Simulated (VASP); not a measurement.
Runs of VASP 6.6.1 on BaO. It takes space group Fm-3m (No. 225, cubic). The conventional cell has a = 5.544 Å, b = 5.544 Å, c = 5.544 Å, α = 90.00°, β = 90.00°, γ = 90.00°. Within 3.7 Å of Ba (site symmetry m-3m) lie 6 O at 2.77 Å. Within 3.7 Å of O (site symmetry m-3m) lie 6 Ba at 2.77 Å. 

```tsv
task	potentials or basis	k mesh	cutoff (eV)	smearing	GW scheme	GW iterations	cutoff of the response function	frequency points	empty bands	gap on the mesh (eV)	pressure (GPa)
single point	VASP PAW PBE potentials, release 64 (Ba_sv, O)	6 × 6 × 6	600	gaussian 0.5 eV	-	-	-	-	-	1.98	2.8
single point	VASP PAW PBE potentials, release 64 (Ba_sv, O)	5 × 5 × 5	600	gaussian 0.01 eV	-	-	-	-	-	2.25	2.8
single point	VASP PAW PBE potentials, release 64 (Ba_sv, O)	2 × 2 × 2	600	gaussian 0.01 eV	-	-	-	-	-	(a)	2.8
single point	VASP PAW PBE potentials, release 64 (Ba_sv, O)	6 × 6 × 6	600	gaussian 0.01 eV	-	-	-	-	-	1.98	2.8
```

Alike in all rows: level PBE; no spin polarisation; cell a = 3.920 Å, angles 60.0°, 2 atoms.

Task: Fill in the values left out.

Result: (a) 1.84.

Caveats: some runs use coarse meshes; spin-orbit coupling is left out, which moves the levels of the heavy elements.

A k mesh can miss the band edges, and the runs leave out spin-orbit coupling on Ba.
